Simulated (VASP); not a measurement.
Wanted: the native input for a VASP 6.6.1 run.

| Quantity | Value |
| --- | --- |
| Task | single point |
| Functional | PBEsol |
| Potentials or basis | VASP PAW PBE potentials, release 64 (Sb, Se) |
| Cutoff | 520 eV |
| k mesh | 12 × 12 × 4 |
| Occupations | gaussian, width 0.1 eV |
| Spin | no spin polarisation |
| Dipole correction | no |
| Further INCAR settings | ALGO = Normal; EDIFF = 1e-06; NBANDS = 26 |

The structure of SbSe2 lies in POSCAR:

```
SbSe2
1.0
    3.8244762104      0.0000000000      0.0000000000
   -1.9122381052      3.3120935544      0.0000000000
    0.0000000000      0.0000000000     11.6878912120
Sb Se
2 4
Direct
    0.6666666667      0.3333333333      0.7500000000
    0.3333333333      0.6666666667      0.2500000000
    0.3333333333      0.6666666667      0.9037836781
    0.6666666667      0.3333333333      0.4037836781
    0.3333333333      0.6666666667      0.5962163219
    0.6666666667      0.3333333333      0.0962163219
```

These files were run (other wordings do the same):

INCAR

```
SYSTEM = SbSe2
  PREC = Accurate
  ENCUT = 520
  EDIFF = 1E-6
  ISMEAR = 0
  SIGMA = 0.1
  LREAL = .False.
  LASPH = .True.
  NELM = 80
  ALGO = Normal
  ISIF = 2
  LWAVE = .False.
  LCHARG = .False.
  GGA = PS
  NBANDS = 26
```

KPOINTS

```
regular mesh
0
Gamma
  12 12 4
  0 0 0
```

Potentials or basis: VASP PAW PBE potentials, release 64 (Sb, Se).

Run with:

```sh
$ cat potpaw_PBE.64/Sb/POTCAR potpaw_PBE.64/Se/POTCAR > POTCAR
$ mpirun -np 1 vasp_std > vasp.out
```

Results of the run:

The pressure is 0.0 GPa, the largest force is 0.009 eV/Å and the band gap on the k mesh is zero (band 17 reaches 6.27 eV, above the bottom of band 18 at 4.58 eV).

Caveat: the PAW data sets were made with another functional, which shifts forces and pressure a little; spin-orbit coupling is left out, which moves the levels of the heavy elements.

Run time: 84 s on 1 thread of Intel(R) Xeon(R) 6975P-C (Granite Rapids), with other jobs on the host, peak memory 0.36 GiB.
